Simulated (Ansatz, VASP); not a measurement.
# MgO: VASP beside Ansatz

Contents of INCAR:

```
PREC     = Accurate       # precision mode
ENCUT    = 600            # plane-wave cutoff, eV
EDIFF    = 1E-6           # SCF threshold, eV
ISMEAR   = 0              # smearing method
SIGMA    = 0.02           # smearing width, eV
LREAL    = F              # projectors in reciprocal space
LASPH    = T              # aspherical terms in the spheres
NELM     = 120            # most SCF steps
ALGO     = Normal         # electronic algorithm
ISIF     = 2              # what is computed and relaxed
LWAVE    = F              # write WAVECAR
LCHARG   = T              # write CHGCAR
LELF     = T              # ELF
LVHAR    = T            
NBANDS   = 11             # bands
GGA_COMPAT= F
```

File KPOINTS:

```
Automatic mesh
0
Gamma
  10 10 10
```

File POSCAR:

```
MgO
1.0
    0.0000000000      2.0796058504      2.0796058504
    2.0796058504      0.0000000000      2.0796058504
    2.0796058504      2.0796058504      0.0000000000
Mg O
1 1
Direct
    0.0000000000      0.0000000000      0.0000000000
    0.5000000000      0.5000000000      0.5000000000
```

Input for Ansatz:

```yaml
crystal:
  lattice:
    - [0.0, 2.0796058504, 2.0796058504]
    - [2.0796058504, 0.0, 2.0796058504]
    - [2.0796058504, 2.0796058504, 0.0]
  atoms:
    - { symbol: Mg, position: [0.0, 0.0, 0.0] }
    - { symbol: O, position: [0.5, 0.5, 0.5] }
basis:
  ecutwfc: 420
kpoints:
  mp_grid: { grid: [10, 10, 10] }
hamiltonian:
  xc: lda
  pseudopotentials: { kind: paw }
scf:
  occupations: { method: gaussian, width: 0.02 }
  n_extra_bands: 12
output:
  forces: false
  stress: false
  eigenvalues: true
  optics: { e_range: [0, 14], sigma: 0.1, nscf_kmesh: { grid: [15, 15, 15] } }
checkpoint:
  read: start.run
  write: ck
  compress: false
  write_wavefunctions: false
  write_every: 100000
```

Alike in both runs: task single point; functional LDA; k mesh 10 × 10 × 10; occupations gaussian, width 0.02 eV; no spin polarisation.

```csv
,VASP,Ansatz
version,VASP 6.6.1,Ansatz 0.2.0
potentials or method,"VASP PAW LDA potentials, release 64 (Mg, O), cutoff 600 eV","scalar-relativistic, plane waves, PAW"
valence electrons in the cell,8,16
```

```csv
,VASP,Ansatz,Ansatz less VASP
gap on the k mesh at the Fermi level (eV),5.04,5.03,-0.002
least direct gap on the mesh (eV),5.04,5.03,-0.002
```

LDA's correlation is that of Perdew and Zunger in VASP and of Perdew and Wang (1992) in Ansatz. VASP's potentials hold 8 valence electrons a cell and Ansatz's 16, so a difference there can come from the potentials and not from the codes.
